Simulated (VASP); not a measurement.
Ni3Bi: single point with PBE

Crystal: Ni3Bi.

```xyz
4
Lattice="3.8220 0.0000 0.0000 0.0000 3.8220 0.0000 0.0000 0.0000 3.8220" Properties=species:S:1:pos:R:3 pbc="T T T"
Ni    0.0000    1.9110    1.9110
Ni    1.9110    0.0000    1.9110
Ni    1.9110    1.9110    0.0000
Bi    0.0000    0.0000    0.0000
```

- Program: VASP 6.6.1
- Task: single point
- Functional: PBE
- Potentials or basis: VASP PAW PBE potentials, release 64 (Ni, Bi_d)
- Cutoff: 520 eV
- k mesh: 4 × 4 × 4
- Occupations: tetrahedron
- Spin: no spin polarisation
- Dipole correction: no
- Further INCAR settings: ALGO = Fast; EDIFF = 1e-06; NBANDS = 30

```yaml
Pressure: 2.3 GPa
```

Levels at points of the mesh, in eV from the Fermi level:
```
           k point  band 21  band 22  band 23  band 24  band 25  band 26
(0.00, 0.00, 0.00)    -0.72    -0.42    -0.42    -0.42     1.18     5.07
(0.50, 0.00, 0.00)    -0.87    -0.42     2.05     2.17     2.17     4.49
(0.50, 0.50, 0.00)    -1.29    -1.11    -0.05    -0.05     4.16     4.47
(0.50, 0.50, 0.50)    -0.90    -0.68    -0.61    -0.61    -0.61     2.66
```

It took 9.9 s on 1 thread of Intel(R) Xeon(R) 6975P-C (Granite Rapids) (shared host), peak memory 0.15 GiB.

Caveat: the k points lie up to 0.41 Å⁻¹ apart; spin-orbit coupling is left out, which moves the levels of the heavy elements. Spin polarisation is off, so any magnetic state and its effect on volume and gap are missing.
